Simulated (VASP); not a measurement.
# Sc8H in VASP: notebook

Runs on Sc8H. Level: PBE. Tasks: single point.

Everything below comes from runs of VASP 6.6.1. Logs are shortened: lines on timing, memory, paths and dates and some standing lists are left out, and cuts for length are marked.

### Step 1. The cell of the first run

The cell holds a slab with vacuum, 9 atoms: a = 6.639 Å, b = 5.163 Å, c = 19.113 Å, α = 90.00°, β = 90.00°, γ = 90.00°.

### Step 2. Single point, PBE

Input file INCAR:

```
SYSTEM = Sc8H
PREC = Accurate
ENCUT = 520
EDIFF = 1E-6
ISMEAR = 0
SIGMA = 0.1
LREAL = .FALSE.
LASPH = .TRUE.
NELM = 60
ALGO = Normal
ISIF = 2
LWAVE = .FALSE.
LCHARG = .TRUE.
LDIPOL = .TRUE.
IDIPOL = 3
DIPOL = 0.5 0.5 0.322
GGA = PE
LELF = .TRUE.
LVHAR = .TRUE.
LVACPOTAV = .TRUE.
NBANDS = 54
```

Input file KPOINTS:

```
Automatic mesh
0
G
  4 5 1
  0 0 0
```

Input file POSCAR:

```
Sc8H
1.0
    6.6389479791      0.0000000000      0.0000000000
    0.0000000000      5.1626219083      0.0000000000
    0.0000000000      0.0000000000     19.1132872497
Sc H
8 1
Direct
    0.0000000000      0.7500000000      0.2092784955
    0.5000000000      0.7500000000      0.2092784955
    0.2500000000      0.2500000000      0.2594137541
    0.7500000000      0.2500000000      0.2594137541
    0.2500000000      0.7500000000      0.3452852846
    0.7500000000      0.7500000000      0.3452852846
    0.0000000000      0.2500000000      0.3983243254
    0.5000000000      0.2500000000      0.3983243254
    0.0000000000      0.5000000000      0.4692063060
```

Potentials or basis: VASP PAW PBE potentials, release 64 (Sc_sv, H).

Run with:

```bash
> cat potpaw_PBE.64/Sc_sv/POTCAR potpaw_PBE.64/H/POTCAR > POTCAR
> mpirun -np 1 vasp_std > vasp.out
```

OUTCAR:

```text
SYSTEM = Sc8H
   PREC = Accurate
   ENCUT = 520
   EDIFF = 1E-6
   ISMEAR = 0
   LREAL = .FALSE.
   LASPH = .TRUE.
   NELM = 60
   ISIF = 2
   GGA = PE

 ion  position               nearest neighbor table
   1  0.000  0.750  0.209-   5 3.08   6 3.08   3 3.21   4 3.21   3 3.21   4 3.21   2 3.32   2 3.32

   2  0.500  0.750  0.209-   5 3.08   6 3.08   3 3.21   4 3.21   3 3.21   4 3.21   1 3.32   1 3.32

   3  0.250  0.250  0.259-   5 3.06   5 3.06   8 3.13   7 3.13   1 3.21   1 3.21   2 3.21   2 3.21
                             4 3.32   4 3.32
   4  0.750  0.250  0.259-   6 3.06   6 3.06   8 3.13   7 3.13   1 3.21   1 3.21   2 3.21   2 3.21
                             3 3.32   3 3.32
   5  0.250  0.750  0.345-   3 3.06   3 3.06   1 3.08   2 3.08   8 3.23   7 3.23   7 3.23   8 3.23
                             6 3.32   6 3.32
   6  0.750  0.750  0.345-   4 3.06   4 3.06   1 3.08   2 3.08   8 3.23   7 3.23   7 3.23   8 3.23
                             5 3.32   5 3.32
   7  0.000  0.250  0.398-   9 1.87   4 3.13   3 3.13   6 3.23   5 3.23   5 3.23   6 3.23   8 3.32
                             8 3.32
   8  0.500  0.250  0.398-   3 3.13   4 3.13   5 3.23   6 3.23   5 3.23   6 3.23   7 3.32   7 3.32

   9  0.000  0.500  0.469-   7 1.87

  LATTYP: Found a simple orthorhombic cell.
 ALAT       =     5.1626219083
 B/A-ratio  =     1.2859643989
 C/A-ratio  =     3.7022442451

  Lattice vectors:

 A1 = (   0.0000000000,  -5.1626219083,   0.0000000000)
 A2 = (   6.6389479791,   0.0000000000,   0.0000000000)
 A3 = (   0.0000000000,   0.0000000000,  19.1132872497)

Analysis of symmetry for initial positions (statically):
=====================================================================
 Subroutine PRICEL returns:
 Original cell was already a primitive cell.

 Routine SETGRP: Setting up the symmetry group for a
 simple orthorhombic supercell.

 Subroutine GETGRP returns: Found  2 space group operations
 (whereof  2 operations were pure point group operations)
 out of a pool of  8 trial point group operations.

The static configuration has the point symmetry C_1h.

Analysis of symmetry for dynamics (positions and initial velocities):
=====================================================================
 Subroutine PRICEL returns:
 Original cell was already a primitive cell.

 Routine SETGRP: Setting up the symmetry group for a
 simple orthorhombic supercell.

 Subroutine GETGRP returns: Found  2 space group operations
 (whereof  2 operations were pure point group operations)
 out of a pool of  8 trial point group operations.

The dynamic configuration has the point symmetry C_1h.

 Subroutine INISYM returns: Found  2 space group operations
 (whereof  2 operations are pure point group operations),
 and found     1 'primitive' translations

----------------------------------------------------------------------------------------

                                     Primitive cell

  volume of cell :     655.0960

  direct lattice vectors                    reciprocal lattice vectors
     6.638947979  0.000000000  0.000000000     0.150626274  0.000000000  0.000000000
     0.000000000  5.162621908  0.000000000     0.000000000  0.193700026  0.000000000
     0.000000000  0.000000000 19.113287250     0.000000000  0.000000000  0.052319624

  length of vectors
     6.638947979  5.162621908 19.113287250     0.150626274  0.193700026  0.052319624

  position of ions in fractional coordinates (direct lattice)
     0.000000000  0.750000000  0.209278496
     0.500000000  0.750000000  0.209278496
     0.250000000  0.250000000  0.259413754
     0.750000000  0.250000000  0.259413754
     0.250000000  0.750000000  0.345285285
     0.750000000  0.750000000  0.345285285
     0.000000000  0.250000000  0.398324325
     0.500000000  0.250000000  0.398324325
     0.000000000  0.500000000  0.469206306

  ion indices of the primitive-cell ions
   primitive index   ion index
                 1           1
                 2           2
                 3           3
                 4           4
                 5           5
                 6           6
                 7           7
                 8           8
                 9           9

----------------------------------------------------------------------------------------

 KPOINTS: Automatic mesh

Automatic generation of k-mesh.
 Grid dimensions read from file:
 generate k-points for:    4    5    1

 Generating k-lattice:

  Cartesian coordinates                     Fractional coordinates (reciprocal lattice)
     0.037656569  0.000000000  0.000000000     0.250000000  0.000000000  0.000000000
     0.000000000  0.038740005  0.000000000     0.000000000  0.200000000  0.000000000
     0.000000000  0.000000000  0.052319624     0.000000000  0.000000000  1.000000000

  Length of vectors
     0.037656569  0.038740005  0.052319624

  Shift w.r.t. Gamma in fractional coordinates (k-lattice)
     0.000000000  0.000000000  0.000000000

 Subroutine IBZKPT returns following result:
 ===========================================

 Found      9 irreducible k-points:

 Following reciprocal coordinates:
            Coordinates               Weight
  0.000000  0.000000  0.000000      1.000000
  0.250000  0.000000  0.000000      2.000000
  0.500000  0.000000  0.000000      1.000000
  0.000000  0.200000  0.000000      2.000000
  0.250000  0.200000  0.000000      4.000000
  0.500000  0.200000  0.000000      2.000000
  0.000000  0.400000  0.000000      2.000000
  0.250000  0.400000  0.000000      4.000000
  0.500000  0.400000  0.000000      2.000000
   k-points           NKPTS =      9   k-points in BZ     NKDIM =      9   number of bands    NBANDS=     54
   number of dos      NEDOS =    301   number of ions     NIONS =      9
   total plane-waves  NPLWV = 288000
   dimension x,y,z NGX =    50 NGY =   40 NGZ =  144
   dimension x,y,z NGXF=   100 NGYF=   80 NGZF=  288
   ions per type =               8   1
   NGX,Y,Z   is equivalent  to a cutoff of  12.52, 12.88, 12.53 a.u.
   NGXF,Y,Z  is equivalent  to a cutoff of  25.04, 25.76, 25.05 a.u.
 SYSTEM =  Sc8H
   PREC   = accura    normal or accurate (medium, high low for compatibility)
   ISTART =      0    job   : 0-new  1-cont  2-samecut
   ICHARG =      2    charge: 1-file 2-atom 10-const
   ISPIN  =      1    spin polarized calculation?
   LNONCOLLINEAR =      F non collinear calculations
   LSORBIT =      F    spin-orbit coupling
   LASPH  =      T    aspherical Exc in radial PAW
   ENCUT  =  520.0 eV  38.22 Ry    6.18 a.u.  12.34  9.60 35.54*2*pi/ulx,y,z
   NELM   =     60;   NELMIN=  2; NELMDL= -5     # of ELM steps
   EDIFF  = 0.1E-05   stopping-criterion for ELM
   LREAL  =      F    real-space projection
   EDIFFG = 0.1E-04   stopping-criterion for IOM
   NSW    =      0    number of steps for IOM
   IBRION =     -1    ionic relax: 0-MD 1-quasi-New 2-CG
   NFREE  =      0    steps in history (QN), initial steepest desc. (CG)
   ISIF   =      2    stress and relaxation
   ISYM   =      2    0-nonsym 1-usesym 2-fastsym
   POTIM  = 0.5000    time-step for ionic-motion
   TEBEG  =    0.0;   TEEND  =   0.0 temperature during run
   PSTRESS=    0.0 pullay stress
   NELECT =      89.0000    total number of electrons
   NUPDOWN=      -1.0000    fix difference up-down
   EMIN   =  10.00;   EMAX   =-10.00  energy-range for DOS
   EFERMI =   0.00;   METHOD = LEGACY
   ISMEAR =     0;   SIGMA  =   0.10  broadening in eV -4-tet -1-fermi 0-gaus
   EFERMI_NEDOS =   21; number of points for ismear=-14 and -15
   IALGO  =     38    algorithm
   IMIX   =      4    mixing-type and parameters
     AMIX     =   0.40;   BMIX     =  1.00
     AMIX_MAG =   1.60;   BMIX_MAG =  1.00
  volume/ion in A,a.u.               =      72.79       491.20
  Fermi-wavevector in a.u.,A,eV,Ry     =   0.841595  1.590384  9.636765  0.708282
  Thomas-Fermi vector in A             =   1.956165
   LORBIT       =      0    0 simple, 1 ext, 2 COOP (PROOUT), +10 PAW based schemes
   GGA     = PE    functional components
   LHFCALC =     F    Hartree Fock is set to
   AEXX    =    0.0000 exact exchange contribution
   IVDW    =     0    specifies the selected vdW correction
   LEPSILON=     F    determine dielectric tensor
   LRPA    =     F    only Hartree local field effects (RPA)
 non-spin polarized calculation
 Gauss-broadening in eV      SIGMA  =   0.10
  energy-cutoff  :      520.00
  volume of cell :      655.10
 maximum number of plane-waves:     17709
 NGX is ok and might be reduce to    50
   NGX = 25   NGY = 19   NGZ = 71

 dipolmoment           0.000000      0.000000     -0.275359 electrons x Angstroem

 number of electron      88.9999996 magnetization

 dipolmoment           0.000000      0.000000      0.055315 electrons x Angstroem

 Free energy of the ion-electron system (eV)
  ---------------------------------------------------
  ext. energy  EPLUGINS =         0.00000000
  ---------------------------------------------------
  free energy    TOTEN  =       -48.47072353 eV

  energy without entropy =      -48.41170473  energy(sigma->0) =      -48.44121413

 E-fermi :  -1.1944     XC(G=0):  -3.9547

 val. band max:       -1.2027536918   @ k =   0.2500   0.2000   0.0000
 cond. band min:      -1.1796535773   @ k =   0.0000   0.4000   0.0000
 fundamental gap:      0.0231001144
 Fermi energy:        -1.1943805743

 k-point     1 :       0.0000    0.0000    0.0000
  band No.  band energies     occupation
      1     -51.1172      2.00000
      2     -50.9995      2.00000
      3     -50.9809      2.00000
      4     -50.8390      2.00000
      5     -50.6141      2.00000
      6     -50.6017      2.00000
[... 46 lines left out ...]
     53      -0.0112      0.00000
     54       0.0865      0.00000
[... 454 lines left out ...]
     53      -0.3330      0.00000
     54      -0.2989      0.00000

------------------------ aborting loop because EDIFF is reached ----------------------------------------

  FORCE on cell =-STRESS in cart. coord.  units (eV):
  Direction    XX          YY          ZZ          XY          YZ          ZX
  --------------------------------------------------------------------------------------
  -------------------------------------------------------------------------------------
  Total        0.5280839     -1.2491780     -0.3830798      0.0000000      1.3685740      0.0000000
  in kB        1.2915421     -3.0551317     -0.9369034      0.0000000      3.3471403      0.0000000
  external PRESSURE =      -0.9001643 kB  Pullay stress =       0.0000000 kB

 VOLUME and BASIS-vectors are now :
 -----------------------------------------------------------------------------
  energy-cutoff  :      520.00
  volume of cell :      655.10
      direct lattice vectors                 reciprocal lattice vectors
     6.638947979  0.000000000  0.000000000     0.150626274  0.000000000  0.000000000
     0.000000000  5.162621908  0.000000000     0.000000000  0.193700026  0.000000000
     0.000000000  0.000000000 19.113287250     0.000000000  0.000000000  0.052319624

 POSITION                                       TOTAL-FORCE (eV/Angst)
 -----------------------------------------------------------------------------------
      0.00000      3.87197      4.00000         0.000000      0.001985     -0.063194
      3.31947      3.87197      4.00000         0.000000     -0.000726     -0.223525
      1.65974      1.29066      4.95825         0.050764      0.022874      0.228090
      4.97921      1.29066      4.95825        -0.050764      0.022874      0.228090
      1.65974      3.87197      6.59954         0.143457     -0.221292      0.070267
      4.97921      3.87197      6.59954        -0.143457     -0.221292      0.070267
      0.00000      1.29066      7.61329         0.000000     -0.355230     -0.345552
      3.31947      1.29066      7.61329         0.000000     -0.021197      0.014712
      0.00000      2.58131      8.96807         0.000000      0.772003      0.020844
 -----------------------------------------------------------------------------------
    total drift:                                0.000000     -0.000082      0.001759

  FREE ENERGIE OF THE ION-ELECTRON SYSTEM (eV)
  ---------------------------------------------------
  free  energy   TOTEN  =       -48.4707235310 eV

  energy  without entropy=      -48.4117047287  energy(sigma->0) =      -48.44121413

 vacuum level on the upper side and lower side of the slab         2.491         2.199
```

Run time: 9.8 min. Hardware: 1 thread of AMD EPYC 9R45 (Zen 5), shared host; peak memory 0.66 GiB.

What came out:

```yaml
Free_energy: -48.4707 eV
Largest_force: 0.772 eV/Å
Band_gap_on_the_k_mesh: zero (an odd number of electrons rules out a gap without spin polarisation)
```

Forces on the atoms (eV/Å):
```
Sc   0.000  0.002 -0.063
Sc   0.000 -0.001 -0.224
Sc   0.051  0.023  0.228
Sc  -0.051  0.023  0.228
Sc   0.143 -0.221  0.070
Sc  -0.143 -0.221  0.070
Sc   0.000 -0.355 -0.346
Sc   0.000 -0.021  0.015
H    0.000  0.772  0.021
```

Levels at points of the mesh, in eV from the Fermi level:
```
           k point  band 43  band 44  band 45  band 46  band 47  band 48
(0.00, 0.00, 0.00)    -0.38    -0.29    -0.19     0.07     0.15     0.49
(0.50, 0.00, 0.00)    -0.48    -0.22     0.06     0.29     0.31     0.41
```

[end of part 1 of 2]

The gap in the log of VASP goes by the Fermi energy; the results here count the filled bands.